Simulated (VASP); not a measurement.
KI, 2 atoms in the cell. Symmetry: Fm-3m, No. 225, cubic system. Conventional cell: a = 7.040 Å, b = 7.040 Å, c = 7.040 Å, α = 90.00°, β = 90.00°, γ = 90.00°. Within 4.6 Å of K (site symmetry m-3m) lie 6 I at 3.52 Å. Within 4.6 Å of I (site symmetry m-3m) lie 6 K at 3.52 Å. 

```yaml
Program: VASP 6.6.1
Task: single point
Functional: revPBE
Dispersion: D3(BJ)
Potentials_or_basis: VASP PAW PBE potentials, release 64 (K_sv, I)
Cutoff: 520 eV
k_mesh: 4 × 4 × 4
Occupations: gaussian, width 0.01 eV
Spin: no spin polarisation
Dipole_correction: no
Further_INCAR_settings: ALGO = Normal; EDIFF = 1e-06; NBANDS = 15
```

Potentials or basis: VASP PAW PBE potentials, release 64 (K_sv, I).

Run with:

```sh
$ cat potpaw_PBE.64/K_sv/POTCAR potpaw_PBE.64/I/POTCAR > POTCAR
$ mpirun -np 1 vasp_std > vasp.out
```

Hardware: 1 thread of Intel(R) Xeon(R) Platinum 8488C (Sapphire Rapids) (shared host).

Problem. How long does it take, and how much memory?

Solution. It took 18 s on 1 thread of Intel(R) Xeon(R) Platinum 8488C (Sapphire Rapids), with other jobs on the host, peak memory 0.23 GiB. Counts: scf iterations 14, k points 8.
